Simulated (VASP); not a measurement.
# Sn (Fd-3m) in VASP: notebook

The runs below take Sn through relaxation of volume and atoms at fixed shape, single point, with r2SCAN.

All numbers are computed with VASP 6.6.1; they aren't measurements. Logs are shortened: lines on timing, memory, paths and dates and some standing lists are left out, and cuts for length are marked.

### Step 1. The cell of the first run

Symmetry: Fd-3m, No. 227, cubic system. Conventional cell: a = 6.467 Å, b = 6.467 Å, c = 6.467 Å, α = 90.00°, β = 90.00°, γ = 90.00°. Sn (site symmetry -43m) has 4 Sn at 2.80 Å within 3.7 Å.

This isn't the form of Sn at room conditions, which is tetragonal (white tin).

### Step 2. Relaxation of volume and atoms at fixed shape, r2SCAN

Contents of POSCAR:

```
Sn
1.0
    0.0000000000      3.2333400000      3.2333400000
    3.2333400000      0.0000000000      3.2333400000
    3.2333400000      3.2333400000      0.0000000000
Sn
2
Direct
    0.0000000000      0.0000000000      0.0000000000
    0.2500000000      0.2500000000      0.2500000000
```

Contents of INCAR.step1:

```
SYSTEM = Sn
PREC = Accurate ; ENCUT = 600
ISMEAR = 1 ; SIGMA = 0.02
LREAL = .False. ; LASPH = .True.
NELM = 60 ; GGA = PE
ALGO = Normal ; EDIFF = 1E-4
LWAVE = .True. ; LCHARG = .False.
```

Contents of INCAR.step2:

```
SYSTEM = Sn
PREC = Accurate ; ENCUT = 600
EDIFF = 1E-7 ; ISMEAR = 1
SIGMA = 0.02 ; LREAL = .False.
LASPH = .True. ; NELM = 60
ALGO = Normal ; ISIF = 8
LWAVE = .False. ; LCHARG = .False.
METAGGA = R2SCAN ; LMIXTAU = .True.
IBRION = 2 ; NSW = 80
EDIFFG = -0.01 ; ISTART = 1
```

Contents of KPOINTS:

```
regular mesh
0
Gamma
  11 11 11
  0 0 0
```

Potentials or basis: VASP PAW PBE potentials, release 64 (Sn_d).

Launch:

```bash
cat potpaw_PBE.64/Sn_d/POTCAR > POTCAR
cp INCAR.step1 INCAR
mpirun -np 1 vasp_std > vasp.out
cp INCAR.step2 INCAR
mpirun -np 1 vasp_std > vasp.out
```

OUTCAR:

```text
SYSTEM = Sn
   PREC = Accurate
   ENCUT = 600
   EDIFF = 1E-7
   ISMEAR = 1
   LREAL = .False.
   LASPH = .True.
   NELM = 60
   ISIF = 8
   METAGGA = R2SCAN
   IBRION = 2
   NSW = 80
   EDIFFG = -0.01
   ISTART = 1

 ion  position               nearest neighbor table
   1  0.000  0.000  0.000-   2 2.80   2 2.80   2 2.80   2 2.80
   2  0.250  0.250  0.250-   1 2.80   1 2.80   1 2.80   1 2.80

  LATTYP: Found a face centered cubic cell.
 ALAT       =     6.4666800000

  Lattice vectors:

 A1 = (   0.0000000000,   3.2333400000,   3.2333400000)
 A2 = (   3.2333400000,   0.0000000000,   3.2333400000)
 A3 = (   3.2333400000,   3.2333400000,   0.0000000000)

Analysis of symmetry for initial positions (statically):
=====================================================================
 Subroutine PRICEL returns:
 Original cell was already a primitive cell.

 Routine SETGRP: Setting up the symmetry group for a
 face centered cubic supercell.

 Subroutine GETGRP returns: Found 48 space group operations
 (whereof 24 operations were pure point group operations)
 out of a pool of 48 trial point group operations.

The static configuration has the point symmetry T_d .
 The point group associated with its full space group is O_h .

Analysis of symmetry for dynamics (positions and initial velocities):
=====================================================================
 Subroutine PRICEL returns:
 Original cell was already a primitive cell.

 Routine SETGRP: Setting up the symmetry group for a
 face centered cubic supercell.

 Subroutine GETGRP returns: Found 48 space group operations
 (whereof 24 operations were pure point group operations)
 out of a pool of 48 trial point group operations.

The dynamic configuration has the point symmetry T_d .
 The point group associated with its full space group is O_h .

 Subroutine INISYM returns: Found 48 space group operations
 (whereof 24 operations are pure point group operations),
 and found     1 'primitive' translations

----------------------------------------------------------------------------------------

                                     Primitive cell

  volume of cell :      67.6058

  direct lattice vectors                    reciprocal lattice vectors
     0.000000000  3.233340000  3.233340000    -0.154638856  0.154638856  0.154638856
     3.233340000  0.000000000  3.233340000     0.154638856 -0.154638856  0.154638856
     3.233340000  3.233340000  0.000000000     0.154638856  0.154638856 -0.154638856

  length of vectors
     4.572633280  4.572633280  4.572633280     0.267842356  0.267842356  0.267842356

  position of ions in fractional coordinates (direct lattice)
     0.000000000  0.000000000  0.000000000
     0.250000000  0.250000000  0.250000000

  ion indices of the primitive-cell ions
   primitive index   ion index
                 1           1
                 2           2

----------------------------------------------------------------------------------------

 KPOINTS: regular mesh

Automatic generation of k-mesh.
 Grid dimensions read from file:
 generate k-points for:   11   11   11

 Generating k-lattice:

  Cartesian coordinates                     Fractional coordinates (reciprocal lattice)
    -0.014058078  0.014058078  0.014058078     0.090909091  0.000000000  0.000000000
     0.014058078 -0.014058078  0.014058078     0.000000000  0.090909091  0.000000000
     0.014058078  0.014058078 -0.014058078     0.000000000  0.000000000  0.090909091

  Length of vectors
     0.024349305  0.024349305  0.024349305

  Shift w.r.t. Gamma in fractional coordinates (k-lattice)
     0.000000000  0.000000000  0.000000000

 Subroutine IBZKPT returns following result:
 ===========================================

 Found     56 irreducible k-points:

 Following reciprocal coordinates:
            Coordinates               Weight
  0.000000  0.000000  0.000000      1.000000
  0.090909  0.000000  0.000000      8.000000
  0.181818  0.000000  0.000000      8.000000
  0.272727  0.000000  0.000000      8.000000
  0.363636  0.000000  0.000000      8.000000
  0.454545  0.000000  0.000000      8.000000
[... 16 lines left out ...]
 -0.272727  0.181818  0.000000     24.000000
 -0.181818  0.181818  0.000000     12.000000
 [... further k-points ...]
   k-points           NKPTS =     56   k-points in BZ     NKDIM =     56   number of bands    NBANDS=     18
   number of dos      NEDOS =    301   number of ions     NIONS =      2
   total plane-waves  NPLWV =  64000
   dimension x,y,z NGX =    40 NGY =   40 NGZ =   40
   dimension x,y,z NGXF=    80 NGYF=   80 NGZF=   80
   ions per type =               2
   NGX,Y,Z   is equivalent  to a cutoff of  14.54, 14.54, 14.54 a.u.
   NGXF,Y,Z  is equivalent  to a cutoff of  29.09, 29.09, 29.09 a.u.
 SYSTEM =  Sn
   PREC   = accura    normal or accurate (medium, high low for compatibility)
   ISTART =      1    job   : 0-new  1-cont  2-samecut
   ICHARG =      0    charge: 1-file 2-atom 10-const
   ISPIN  =      1    spin polarized calculation?
   LNONCOLLINEAR =      F non collinear calculations
   LSORBIT =      F    spin-orbit coupling
   LASPH  =      T    aspherical Exc in radial PAW
   ENCUT  =  600.0 eV  44.10 Ry    6.64 a.u.   9.13  9.13  9.13*2*pi/ulx,y,z
   NELM   =     60;   NELMIN=  2; NELMDL=  0     # of ELM steps
   EDIFF  = 0.1E-06   stopping-criterion for ELM
   LREAL  =      F    real-space projection
   EDIFFG = -.1E-01   stopping-criterion for IOM
   NSW    =     80    number of steps for IOM
   IBRION =      2    ionic relax: 0-MD 1-quasi-New 2-CG
   NFREE  =      1    steps in history (QN), initial steepest desc. (CG)
   ISIF   =      8    stress and relaxation
   ISYM   =      2    0-nonsym 1-usesym 2-fastsym
   POTIM  = 0.5000    time-step for ionic-motion
   TEBEG  =    0.0;   TEEND  =   0.0 temperature during run
   PSTRESS=    0.0 pullay stress
   NELECT =      28.0000    total number of electrons
   NUPDOWN=      -1.0000    fix difference up-down
   EMIN   =  10.00;   EMAX   =-10.00  energy-range for DOS
   EFERMI =   0.00;   METHOD = LEGACY
   ISMEAR =     1;   SIGMA  =   0.02  broadening in eV -4-tet -1-fermi 0-gaus
   EFERMI_NEDOS =   21; number of points for ismear=-14 and -15
   IALGO  =     38    algorithm
   IMIX   =      4    mixing-type and parameters
     AMIX     =   0.40;   BMIX     =  1.00
     AMIX_MAG =   1.60;   BMIX_MAG =  1.00
  volume/ion in A,a.u.               =      33.80       228.11
  Fermi-wavevector in a.u.,A,eV,Ry     =   1.220299  2.306030 20.260828  1.489129
  Thomas-Fermi vector in A             =   2.355521
   LORBIT       =      0    0 simple, 1 ext, 2 COOP (PROOUT), +10 PAW based schemes
   METAGGA = R2SCAN    functional components
   LHFCALC =     F    Hartree Fock is set to
   AEXX    =    0.0000 exact exchange contribution
   IVDW    =     0    specifies the selected vdW correction
   LEPSILON=     F    determine dielectric tensor
   LRPA    =     F    only Hartree local field effects (RPA)
 conjugate gradient relaxation of ions
 non-spin polarized calculation
 Methfessel and Paxton  Order N= 1 SIGMA  =   0.02
  energy-cutoff  :      600.00
  volume of cell :       67.61
 maximum number of plane-waves:      2271
 NGX is ok and might be reduce to    40
   NGX = 19   NGY = 19   NGZ = 19

--------------------------------------- Ionic step        1  -------------------------------------------

 number of electron      28.0000005 magnetization

 Free energy of the ion-electron system (eV)
  ---------------------------------------------------
  ext. energy  EPLUGINS =         0.00000000
  ---------------------------------------------------
  free energy    TOTEN  =       -49.47530568 eV

  energy without entropy =      -49.47529446  energy(sigma->0) =      -49.47530194

------------------------ aborting loop because EDIFF is reached ----------------------------------------

  FORCE on cell =-STRESS in cart. coord.  units (eV):
  Direction    XX          YY          ZZ          XY          YZ          ZX
  --------------------------------------------------------------------------------------
  -------------------------------------------------------------------------------------
  Total        0.9355136      0.9355136      0.9355136      0.0000000      0.0000000     -0.0000000
  in kB       22.1705554     22.1705554     22.1705554      0.0000000      0.0000000     -0.0000000
  external PRESSURE =      22.1705554 kB  Pullay stress =       0.0000000 kB

 VOLUME and BASIS-vectors are now :
 -----------------------------------------------------------------------------
  energy-cutoff  :      600.00
  volume of cell :       67.61
      direct lattice vectors                 reciprocal lattice vectors
     0.000000000  3.233340000  3.233340000    -0.154638856  0.154638856  0.154638856
     3.233340000  0.000000000  3.233340000     0.154638856 -0.154638856  0.154638856
     3.233340000  3.233340000  0.000000000     0.154638856  0.154638856 -0.154638856

 POSITION                                       TOTAL-FORCE (eV/Angst)
 -----------------------------------------------------------------------------------
      0.00000      0.00000      0.00000        -0.000000      0.000000     -0.000000
      1.61667      1.61667      1.61667         0.000000     -0.000000      0.000000
 -----------------------------------------------------------------------------------
    total drift:                               -0.000000     -0.000000      0.000000

  FREE ENERGIE OF THE ION-ELECTRON SYSTEM (eV)
  ---------------------------------------------------
  free  energy   TOTEN  =       -49.4753056779 eV

  energy  without entropy=      -49.4752944575  energy(sigma->0) =      -49.47530194

--------------------------------------- Ionic step        2  -------------------------------------------

 number of electron      27.9999996 magnetization

 E-fermi :   5.0061     XC(G=0):  -9.3274

 val. band max:        4.9997061776   @ k =   0.0000   0.0000   0.0000
 cond. band min:       5.0281827353   @ k =   0.4545   0.0000   0.0000
 fundamental gap:      0.0284765576
 Fermi energy:         5.0060524074

 k-point     1 :       0.0000    0.0000    0.0000
  band No.  band energies     occupation
      1     -17.3043      2.00000
      2     -17.3042      2.00000
      3     -17.3042      2.00000
      4     -17.2453      2.00000
      5     -17.2453      2.00000
      6     -16.9664      2.00000
[... 10 lines left out ...]
     17       7.2105      0.00000
     18       7.2105      0.00000
[... 505 lines left out ...]
 POSITION                                       TOTAL-FORCE (eV/Angst)
 -----------------------------------------------------------------------------------
      3.30630      0.00000      3.30630         0.000000      0.000000     -0.000000
      1.65315      1.65315      1.65315        -0.000000     -0.000000      0.000000
 -----------------------------------------------------------------------------------
    total drift:                               -0.000000      0.000000      0.000000

  FREE ENERGIE OF THE ION-ELECTRON SYSTEM (eV)
  ---------------------------------------------------
  free  energy   TOTEN  =       -49.4918054536 eV

  energy  without entropy=      -49.4918107224  energy(sigma->0) =      -49.49180721

--------------------------------------- Ionic step        3  -------------------------------------------

 number of electron      27.9999999 magnetization

 Free energy of the ion-electron system (eV)
  ---------------------------------------------------
  ext. energy  EPLUGINS =         0.00000000
  ---------------------------------------------------
  free energy    TOTEN  =       -49.49613667 eV

  energy without entropy =      -49.49612545  energy(sigma->0) =      -49.49613293

 E-fermi :   5.2221     XC(G=0):  -9.4277

 val. band max:        5.2180635333   @ k =   0.0000   0.0000   0.0000
 cond. band min:       5.2914882785   @ k =   0.4545   0.0000   0.0000
 fundamental gap:      0.0734247452
 Fermi energy:         5.2220863151

 k-point     1 :       0.0000    0.0000    0.0000
  band No.  band energies     occupation
      1     -17.1235      2.00000
      2     -17.1235      2.00000
      3     -17.1235      2.00000
      4     -17.0617      2.00000
      5     -17.0617      2.00000
      6     -16.7663      2.00000
[... 10 lines left out ...]
     17       7.4318      0.00000
     18       7.4318      0.00000
[... 505 lines left out ...]
 POSITION                                       TOTAL-FORCE (eV/Angst)
 -----------------------------------------------------------------------------------
      0.00000      0.00000      0.00000        -0.000000     -0.000000     -0.000000
      1.64136      1.64136      1.64136         0.000000      0.000000      0.000000
 -----------------------------------------------------------------------------------
    total drift:                               -0.000000     -0.000000      0.000000

  FREE ENERGIE OF THE ION-ELECTRON SYSTEM (eV)
  ---------------------------------------------------
  free  energy   TOTEN  =       -49.4961366658 eV

  energy  without entropy=      -49.4961254503  energy(sigma->0) =      -49.49613293

 reached required accuracy - stopping structural energy minimisation
```

Wall time 7.2 min (1 thread of Intel Xeon 6975P-C (Granite Rapids), shared host); peak memory 0.3 GiB.

What came out:

```
Free energy                           : -49.4961 eV
Relaxed volume                        : 35.38 Å³/atom
Relaxed cell                          : a = 4.642 Å, b = 4.642 Å, c = 4.642 Å, α = 60.00°, β = 60.00°, γ = 60.00°
Space group after relaxing (to 0.1 Å) : Fd-3m (No. 227)
Energy gained by relaxing             : 10.4 meV/atom
Ionic steps                           : 3
Pressure after relaxing               : 0.0 GPa
Band gap on the k mesh                : zero (filled and empty bands touch)
```

Step by step:
```tsv
step	energy change (eV)	largest force (eV/Å)	pressure (GPa)	volume (Å³)
1	0.0000	0.0000	2.22	67.61
2	-0.0165	0.0000	-0.89	72.29
3	-0.0208	0.0000	0.00	70.75
```

Final structure:
```
Sn
1.0
     0.00000    3.28273    3.28273
     3.28273    0.00000    3.28273
     3.28273    3.28273    0.00000
Sn
2
Cartesian
  0.0000 0.0000 0.0000
  1.6414 1.6414 1.6414
```

Caveat: the PAW data sets were made with another functional, which shifts forces and pressure a little; spin-orbit coupling is left out, which moves the levels of the heavy elements.

[end of part 1 of 2]
